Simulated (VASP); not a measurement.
Write the native input for VASP 6.6.1 that does the following.

```yaml
Task: single point
Functional: PBE
Potentials_or_basis: VASP PAW PBE potentials, release 64 (O, Se, Ba_sv)
Cutoff: 520 eV
k_mesh: 6 × 6 × 6
Occupations: gaussian, width 0.01 eV
Spin: no spin polarisation
Dipole_correction: no
Further_INCAR_settings: ALGO = Normal; EDIFF = 1e-06; NBANDS = 24
```

The structure of Ba2SeO lies in POSCAR:

```
Ba2SeO
1.0
    2.1191758559      1.2235067509      7.0839051561
   -2.1191758559      1.2235067509      7.0839051561
    0.0000000000     -2.4470135018      7.0839051561
O Se Ba
1 1 2
Direct
    1.0000000000      0.0000000000      0.0000000000
    0.5000000000      0.5000000000      0.5000000000
    0.2630828632      0.2630828632      0.2630828632
    0.7369171368      0.7369171368      0.7369171368
```

One way to write it, as run:

INCAR

```
SYSTEM = Ba2SeO
PREC = Accurate
ENCUT = 520
EDIFF = 1E-6
ISMEAR = 0
SIGMA = 0.01
LREAL = .FALSE.
LASPH = .TRUE.
NELM = 60
ALGO = Normal
ISIF = 2
LWAVE = .FALSE.
LCHARG = .TRUE.
GGA = PE
LELF = .TRUE.
LVHAR = .TRUE.
NBANDS = 24
```

KPOINTS

```
Automatic mesh
0
G
  6 6 6
  0 0 0
```

Potentials or basis: VASP PAW PBE potentials, release 64 (O, Se, Ba_sv).

Command:

```bash
$ cat potpaw_PBE.64/O/POTCAR potpaw_PBE.64/Se/POTCAR potpaw_PBE.64/Ba_sv/POTCAR > POTCAR
$ mpirun -np 1 vasp_std > vasp.out
```

Results of the run:

The pressure is 2.5 GPa and the largest force is 0.050 eV/Å. The band gap on the k mesh is 1.64 eV (least direct gap 1.88 eV).

Caveat: spin-orbit coupling is left out, which moves the levels of the heavy elements.

Wall time 4.5 min on 1 thread of Intel(R) Xeon(R) Platinum 8259CL CPU @ 2.50GHz (Skylake/Cascade Lake), on a shared host, peak memory 0.46 GiB.
